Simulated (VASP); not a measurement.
# Cu in VASP: notebook, part 2 of 3

VASP 6.6.1. The steps go on from the part before.

**4. Electric field gradients, PBE (zz strain of +1 %)**

INCAR

```
PREC = Accurate ; ENCUT = 520
EDIFF = 1E-8 ; ISMEAR = -1
SIGMA = 0.08 ; LREAL = F
LASPH = T ; NELM = 60
ALGO = Normal ; ISIF = 2
LWAVE = F ; LCHARG = F
GGA = PE ; LEFG = T
NBANDS = 12
```

KPOINTS

```
regular mesh
0
Gamma
  19 19 19
```

POSCAR

```
Cu
1.0
    0.0000000000      1.8075000000      1.8255750000
    1.8075000000      0.0000000000      1.8255750000
    1.8075000000      1.8075000000      0.0000000000
Cu
1
Direct
    0.0000000000      0.0000000000      0.0000000000
```

Potentials or basis: VASP PAW PBE potentials, release 64 (Cu).

The run is started by

```console
$ cat potpaw_PBE.64/Cu/POTCAR > POTCAR
$ mpirun -np 1 vasp_std > vasp.out
```

OUTCAR:

```text
PREC = Accurate
   ENCUT = 520
   EDIFF = 1E-8
   ISMEAR = -1
   LREAL = F
   LASPH = T
   NELM = 60
   ISIF = 2
   GGA = PE

 ion  position               nearest neighbor table
   1  0.000  0.000  0.000-

  LATTYP: Found a body centered tetragonal cell.
 ALAT       =     2.5561910140
 C/A-ratio  =     1.4283556980

  Lattice vectors:

 A1 = (  -1.8075000000,   0.0000000000,   1.8255750000)
 A2 = (   1.8075000000,   0.0000000000,   1.8255750000)
 A3 = (   0.0000000000,   1.8075000000,  -1.8255750000)

Analysis of symmetry for initial positions (statically):
=====================================================================
 Subroutine PRICEL returns:
 Original cell was already a primitive cell.

 Routine SETGRP: Setting up the symmetry group for a
 body centered tetragonal supercell.

 Subroutine GETGRP returns: Found 16 space group operations
 (whereof 16 operations were pure point group operations)
 out of a pool of 16 trial point group operations.

The static configuration has the point symmetry D_4h.

Analysis of symmetry for dynamics (positions and initial velocities):
=====================================================================
 Subroutine PRICEL returns:
 Original cell was already a primitive cell.

 Routine SETGRP: Setting up the symmetry group for a
 body centered tetragonal supercell.

 Subroutine GETGRP returns: Found 16 space group operations
 (whereof 16 operations were pure point group operations)
 out of a pool of 16 trial point group operations.

The dynamic configuration has the point symmetry D_4h.

 Subroutine INISYM returns: Found 16 space group operations
 (whereof 16 operations are pure point group operations),
 and found     1 'primitive' translations

----------------------------------------------------------------------------------------

                                     Primitive cell

  volume of cell :      11.9285

  direct lattice vectors                    reciprocal lattice vectors
     0.000000000  1.807500000  1.825575000    -0.276625173  0.276625173  0.273886310
     1.807500000  0.000000000  1.825575000     0.276625173 -0.276625173  0.273886310
     1.807500000  1.807500000  0.000000000     0.276625173  0.276625173 -0.273886310

  length of vectors
     2.569003762  2.569003762  2.556191014     0.477552807  0.477552807  0.477552807

  position of ions in fractional coordinates (direct lattice)
     0.000000000  0.000000000  0.000000000

  ion indices of the primitive-cell ions
   primitive index   ion index
                 1           1

----------------------------------------------------------------------------------------

 KPOINTS: regular mesh

Automatic generation of k-mesh.
 Grid dimensions read from file:
 generate k-points for:   19   19   19

 Generating k-lattice:

  Cartesian coordinates                     Fractional coordinates (reciprocal lattice)
[... 65 lines left out ...]
   NFREE  =      0    steps in history (QN), initial steepest desc. (CG)
   ISIF   =      2    stress and relaxation
   ISYM   =      2    0-nonsym 1-usesym 2-fastsym
   POTIM  = 0.5000    time-step for ionic-motion
   TEBEG  =    0.0;   TEEND  =   0.0 temperature during run
   PSTRESS=    0.0 pullay stress
   NELECT =      11.0000    total number of electrons
   NUPDOWN=      -1.0000    fix difference up-down
   EMIN   =  10.00;   EMAX   =-10.00  energy-range for DOS
   EFERMI =   0.00;   METHOD = LEGACY
   ISMEAR =    -1;   SIGMA  =   0.08  broadening in eV -4-tet -1-fermi 0-gaus
   EFERMI_NEDOS =   21; number of points for ismear=-14 and -15
   IALGO  =     38    algorithm
   IMIX   =      4    mixing-type and parameters
     AMIX     =   0.40;   BMIX     =  1.00
     AMIX_MAG =   1.60;   BMIX_MAG =  1.00
  volume/ion in A,a.u.               =      11.93        80.50
  Fermi-wavevector in a.u.,A,eV,Ry     =   1.593469  3.011220 34.547146  2.539144
  Thomas-Fermi vector in A             =   2.691694
   LORBIT       =      0    0 simple, 1 ext, 2 COOP (PROOUT), +10 PAW based schemes
   GGA     = PE    functional components
   LHFCALC =     F    Hartree Fock is set to
   AEXX    =    0.0000 exact exchange contribution
   IVDW    =     0    specifies the selected vdW correction
   LEPSILON=     F    determine dielectric tensor
   LRPA    =     F    only Hartree local field effects (RPA)
 non-spin polarized calculation
  energy-cutoff  :      520.00
  volume of cell :       11.93
 maximum number of plane-waves:       334
   NGX =  9   NGY =  9   NGZ =  9

 number of electron      10.9999999 magnetization

 Free energy of the ion-electron system (eV)
  ---------------------------------------------------
  ext. energy  EPLUGINS =         0.00000000
  ---------------------------------------------------
  free energy    TOTEN  =        -3.72944783 eV

  energy without entropy =       -3.72207504  energy(sigma->0) =       -3.72576144

 E-fermi :   7.5036     XC(G=0): -12.6689

 val. band max:        7.4992570240   @ k =  -0.4737   0.1579   0.1053
 cond. band min:       7.5103437606   @ k =  -0.3684   0.0526   0.1579
 fundamental gap:      0.0110867366
 Fermi energy:         7.5036389538

 k-point     1 :       0.0000    0.0000    0.0000
  band No.  band energies     occupation
      1      -1.8133      2.00000
      2       4.4285      2.00000
      3       4.4765      2.00000
      4       4.4765      2.00000
      5       5.2453      2.00000
      6       5.2927      2.00000
      7      29.9790      0.00000
      8      32.5219      0.00000
      9      32.5563      0.00000
     10      32.5563      0.00000
     11      35.0194      0.00000
     12      35.0261      0.00000
[... 331 lines left out ...]
 k-point    24 :      -0.2632    0.0526    0.0000
  band No.  band energies     occupation
      1       0.8499      2.00000
      2       4.1995      2.00000
      3       4.5622      2.00000
      4       4.6421      2.00000
      5       5.3284      2.00000
      6       5.5627      2.00000
      7      18.4157      0.00000
      8      27.0785      0.00000
      9      30.5919      0.00000
     10      31.6543      0.00000
     11      33.9886      0.00000
     12      35.2040      0.00000

 [... further k-points ...]
[... 5 lines left out ...]
  --------------------------------------------------------------------------------------
  -------------------------------------------------------------------------------------
  Total        0.0703748      0.0703748      0.0371260      0.0000000      0.0000000      0.0000000
  in kB        9.4523822      9.4523822      4.9865737      0.0000000      0.0000000      0.0000000
  external PRESSURE =       7.9637794 kB  Pullay stress =       0.0000000 kB

 VOLUME and BASIS-vectors are now :
 -----------------------------------------------------------------------------
  energy-cutoff  :      520.00
  volume of cell :       11.93
      direct lattice vectors                 reciprocal lattice vectors
     0.000000000  1.807500000  1.825575000    -0.276625173  0.276625173  0.273886310
     1.807500000  0.000000000  1.825575000     0.276625173 -0.276625173  0.273886310
     1.807500000  1.807500000  0.000000000     0.276625173  0.276625173 -0.273886310

 POSITION                                       TOTAL-FORCE (eV/Angst)
 -----------------------------------------------------------------------------------
      0.00000      0.00000      0.00000         0.000000      0.000000      0.000000
 -----------------------------------------------------------------------------------
    total drift:                                0.000000      0.000000      0.000000

  FREE ENERGIE OF THE ION-ELECTRON SYSTEM (eV)
  ---------------------------------------------------
  free  energy   TOTEN  =        -3.7294478327 eV

  energy  without entropy=       -3.7220750389  energy(sigma->0) =       -3.72576144

 Electric field gradients (V/A^2)
---------------------------------------------------------------------
 ion       V_xx      V_yy      V_zz      V_xy      V_xz      V_yz
---------------------------------------------------------------------
   1      -0.008    -0.008     0.015     0.003     0.002     0.002
---------------------------------------------------------------------

 Electric field gradients after diagonalization (V/A^2)
 (convention: |V_zz| > |V_xx| > |V_yy|)
----------------------------------------------------------------------
 ion       V_xx      V_yy      V_zz     asymmetry (V_yy - V_xx)/ V_zz
----------------------------------------------------------------------
   1      -0.011    -0.005     0.015       0.415
----------------------------------------------------------------------

           NMR quadrupolar parameters

 Cq : quadrupolar parameter    Cq=e*Q*V_zz/h
 eta: asymmetry parameters     (V_yy - V_xx)/ V_zz
 Q  : nuclear electric quadrupole moment in mb (millibarn)
----------------------------------------------------------------------
 ion       Cq(MHz)       eta       Q (mb)
----------------------------------------------------------------------
   1       0.000       0.415       1.000
----------------------------------------------------------------------
```

stdout:

```text
POSCAR found type information on POSCAR Cu
 POSCAR found :  1 types and       1 ions
 scaLAPACK will be used
 LDA part: xc-table for (Slater+PW92), standard interpolation
 POSCAR, INCAR and KPOINTS ok, starting setup
 FFT: planning ... GRIDC
 FFT: planning ... GRID_SOFT
 FFT: planning ... GRID
 WAVECAR not read
 entering main loop
ion   1
```

It took 36 s on 1 thread of Intel Xeon 6975P-C (Granite Rapids), shared host; peak memory 0.18 GiB.

What came out:

* Free energy: -3.7294 eV
* Pressure: 0.8 GPa

Levels at points of the mesh, in eV from the Fermi level:
| k point | band 2 | band 3 | band 4 | band 5 | band 6 | band 7 | band 8 | band 9 | band 10 | band 11 |
| --- | --- | --- | --- | --- | --- | --- | --- | --- | --- | --- |
| (0.00, 0.00, 0.00) | -3.08 | -3.03 | -3.03 | -2.26 | -2.21 | 22.48 | 25.02 | 25.05 | 25.05 | 27.52 |

Caveat: the cell differs from its parent crystal (zz strain of +1 %); without QUAD_EFG the Cq values of the log hold for a quadrupole moment of 1 mb, not for the nuclei.

(Part 2 of 3 ends here.)
